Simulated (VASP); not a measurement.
# K3Eu (Fm-3m) in VASP: notebook, part 2 of 2

VASP 6.6.1. Earlier steps stand in the parts before.

## (3) Single point, PBE, collinear spin, ferromagnetic start

This run uses another cell than the first one, of 68.65 Å³/atom.

The input, INCAR:

```
PREC = Accurate ; ENCUT = 520
EDIFF = 1E-6 ; ISMEAR = -1
SIGMA = 0.05 ; LREAL = F
LASPH = T ; NELM = 150
ALGO = Fast ; ISIF = 2
LWAVE = F ; LCHARG = F
ISPIN = 2 ; MAGMOM = 7 0 0 0
LORBIT = 11 ; LMAXMIX = 6
GGA = PE ; NBANDS = 34
```

The input, KPOINTS:

```
regular mesh
0
Gamma
  5 5 5
```

The input, POSCAR:

```
K3Eu
1.0
    0.0000000000      5.1589722237      5.1589722237
    5.1589722237      0.0000000000      5.1589722237
    5.1589722237      5.1589722237      0.0000000000
Eu K
1 3
Direct
    0.0000000000      0.0000000000      0.0000000000
    0.5000000000      0.5000000000      0.5000000000
    0.7500000000      0.7500000000      0.7500000000
    0.2500000000      0.2500000000      0.2500000000
```

Potentials or basis: VASP PAW PBE potentials, release 64 (Eu, K_sv).

The run is started by

```sh
> cat potpaw_PBE.64/Eu/POTCAR potpaw_PBE.64/K_sv/POTCAR > POTCAR
> mpirun -np 1 vasp_std > vasp.out
```

Wall time 12 min (1 thread of Intel Xeon 6975P-C (Granite Rapids), shared host); peak memory 0.61 GiB.

Results (log left out):

```
Free energy                                           : -13.8027 eV
Pressure                                              : -0.2 GPa
Net moment                                            : 7.60 μB per cell
Site moments                                          : Eu +6.77; K +0.01 μB
Valence electrons inside the program's atomic spheres : Eu 14.74; K 7.54
```

Levels at points of the mesh, in eV from the Fermi level:
Spin up:
| k point | band 22 | band 23 | band 24 | band 25 | band 26 | band 27 | band 28 | band 29 |
| --- | --- | --- | --- | --- | --- | --- | --- | --- |
| (0.00, 0.00, 0.00) | -0.73 | -0.73 | -0.73 | 0.51 | 0.51 | 0.51 | 0.61 | 0.61 |
Spin down:
| k point | band 15 | band 16 | band 17 | band 18 | band 19 | band 20 | band 21 | band 22 |
| --- | --- | --- | --- | --- | --- | --- | --- | --- |
| (0.00, 0.00, 0.00) | -15.27 | -15.27 | -2.45 | 0.98 | 0.98 | 0.98 | 1.08 | 1.08 |

Caveat: spin-orbit coupling is left out, which moves the levels of the heavy elements; semilocal functionals describe open f shells poorly, which spoils levels, moments and volumes.

## (4) Single point, PBE, collinear spin, ferromagnetic start

This run uses another cell than the first one, of 69.97 Å³/atom.

The input, INCAR:

```
  PREC = Accurate
  ENCUT = 520
  EDIFF = 1E-7
  ISMEAR = -1
  SIGMA = 0.05
  LREAL = False
  LASPH = True
  NELM = 150
  ALGO = Fast
  ISIF = 2
  LWAVE = False
  LCHARG = False
  ISPIN = 2
  MAGMOM = 7 0 0 0
  LORBIT = 11
  LMAXMIX = 6
  GGA = PE
  NBANDS = 34
```

KPOINTS is that of step 3.

The input, POSCAR:

```
K3Eu
1.0
    0.0000000000      5.1918328053      5.1918328053
    5.1918328053      0.0000000000      5.1918328053
    5.1918328053      5.1918328053      0.0000000000
Eu K
1 3
Direct
    0.0000000000      0.0000000000      0.0000000000
    0.5000000000      0.5000000000      0.5000000000
    0.7500000000      0.7500000000      0.7500000000
    0.2500000000      0.2500000000      0.2500000000
```

Potentials or basis: VASP PAW PBE potentials, release 64 (Eu, K_sv).

The run is started by

```sh
> cat potpaw_PBE.64/Eu/POTCAR potpaw_PBE.64/K_sv/POTCAR > POTCAR
> mpirun -np 1 vasp_std > vasp.out
```

OUTCAR:

```text
PREC = Accurate
   ENCUT = 520
   EDIFF = 1E-7
   ISMEAR = -1
   LREAL = False
   LASPH = True
   NELM = 150
   ISIF = 2
   ISPIN = 2
   LORBIT = 11
   GGA = PE

 ion  position               nearest neighbor table
   1  0.000  0.000  0.000-
   2  0.500  0.500  0.500-
   3  0.750  0.750  0.750-
   4  0.250  0.250  0.250-

  LATTYP: Found a face centered cubic cell.
 ALAT       =    10.3836656106

  Lattice vectors:
[... 947 lines left out ...]
  volume of cell :      279.89
      direct lattice vectors                 reciprocal lattice vectors
     0.000000000  5.191832805  5.191832805    -0.096305104  0.096305104  0.096305104
     5.191832805  0.000000000  5.191832805     0.096305104 -0.096305104  0.096305104
     5.191832805  5.191832805  0.000000000     0.096305104  0.096305104 -0.096305104

 POSITION                                       TOTAL-FORCE (eV/Angst)
 -----------------------------------------------------------------------------------
      0.00000      0.00000      0.00000         0.000000     -0.000000     -0.000000
      5.19183      5.19183      5.19183         0.000000     -0.000000     -0.000000
      7.78775      7.78775      7.78775        -0.000000     -0.000000     -0.000000
      2.59592      2.59592      2.59592         0.000000      0.000000      0.000000
 -----------------------------------------------------------------------------------
    total drift:                                0.000000      0.000000      0.000000

  FREE ENERGIE OF THE ION-ELECTRON SYSTEM (eV)
  ---------------------------------------------------
  free  energy   TOTEN  =       -13.7973715869 eV

  energy  without entropy=      -13.7661661585  energy(sigma->0) =      -13.78176887

 total charge

# of ion       s       p       d       f       tot
--------------------------------------------------
    1        2.091   5.739   0.091   6.816  14.738
    2        1.979   5.554   0.007   0.000   7.541
    3        1.981   5.555   0.009   0.000   7.544
    4        1.981   5.555   0.009   0.000   7.544
--------------------------------------------------
tot          8.032  22.403   0.116   6.816  37.367

 magnetization (x)

# of ion       s       p       d       f       tot
--------------------------------------------------
    1        0.006  -0.111   0.059   6.816   6.770
    2        0.002   0.002   0.001   0.000   0.005
    3        0.003   0.002   0.002   0.000   0.007
    4        0.003   0.002   0.002   0.000   0.007
--------------------------------------------------
tot          0.013  -0.105   0.064   6.816   6.788
```

stdout:

```text
POSCAR found type information on POSCAR EuK
 POSCAR found :  2 types and       4 ions
 scaLAPACK will be used
 LDA part: xc-table for (Slater+PW92), standard interpolation
 POSCAR, INCAR and KPOINTS ok, starting setup
 FFT: planning ... GRIDC
 FFT: planning ... GRID_SOFT
 FFT: planning ... GRID
[... 95 lines left out ...]
 num prob  num prob  num prob  num prob WARNING in EDDRMM: call to ZHEGV failed, returncode =   8  4      3
WARNING in EDDRMM: call to ZHEGV failed, returncode =   8  4      9
WARNING in EDDRMM: call to ZHEGV failed, returncode =   8  4     12
WARNING in EDDRMM: call to ZHEGV failed, returncode =   8  4      2
WARNING in EDDRMM: call to ZHEGV failed, returncode =   8  4      1
 num prob WARNING in EDDRMM: call to ZHEGV failed, returncode =   8  4      1
WARNING in EDDRMM: call to ZHEGV failed, returncode =   8  4      2
WARNING in EDDRMM: call to ZHEGV failed, returncode =   8  4      8
WARNING in EDDRMM: call to ZHEGV failed, returncode =   8  4      9
 num prob  nu
```

Run time: 11 min. Hardware: 1 thread of Intel Xeon 6975P-C (Granite Rapids), shared host; peak memory 0.66 GiB.

What came out:

```yaml
Free_energy: -13.7974 eV
Pressure: -0.2 GPa
Net_moment: 7.59 μB per cell
Site_moments: Eu +6.77; K +0.01 μB
Valence_electrons_inside_the_program's_atomic_spheres: Eu 14.74; K 7.54
```

Levels at points of the mesh, in eV from the Fermi level:
Spin up:
| k point | band 23 | band 24 | band 25 | band 26 | band 27 | band 28 |
| --- | --- | --- | --- | --- | --- | --- |
| (0.00, 0.00, 0.00) | -0.75 | -0.75 | 0.51 | 0.51 | 0.51 | 0.62 |
Spin down:
```
           k point  band 16  band 17  band 18  band 19  band 20  band 21
(0.00, 0.00, 0.00)   -15.28    -2.42     0.97     0.97     0.97     1.09
```

Caveat: spin-orbit coupling is left out, which moves the levels of the heavy elements; semilocal functionals describe open f shells poorly, which spoils levels, moments and volumes. The state reached can hang on the start; a lower one may exist.

## (5) The runs side by side

| cell | further INCAR settings | gap on the mesh (eV) | pressure (GPa) | moment (μB) |
| --- | --- | --- | --- | --- |
| a = 7.201 Å, angles 60.0°, 4 atoms | ALGO = Fast; EDIFF = 1e-06; NBANDS = 34 | none | 0.0 | 7.62 |
| a = 7.296 Å, angles 60.0°, 4 atoms | ALGO = Fast; EDIFF = 1e-06; NBANDS = 34 | none | -0.2 | 7.60 |
| a = 7.342 Å, angles 60.0°, 4 atoms | ALGO = Fast; EDIFF = 1e-07; NBANDS = 34 | none | -0.2 | 7.59 |

Alike in all rows: task single point; level PBE; potentials or basis VASP PAW PBE potentials, release 64 (Eu, K_sv); spin collinear, ferromagnetic start; k mesh 5 × 5 × 5; cutoff (eV) 520; smearing fermi-dirac 0.05 eV.

Caveats: spin-orbit coupling is left out, which moves the levels of the heavy elements; semilocal functionals describe open f shells poorly, which spoils levels, moments and volumes.

Total energies depend on the potentials used, so only differences within one code and one set of settings carry meaning.
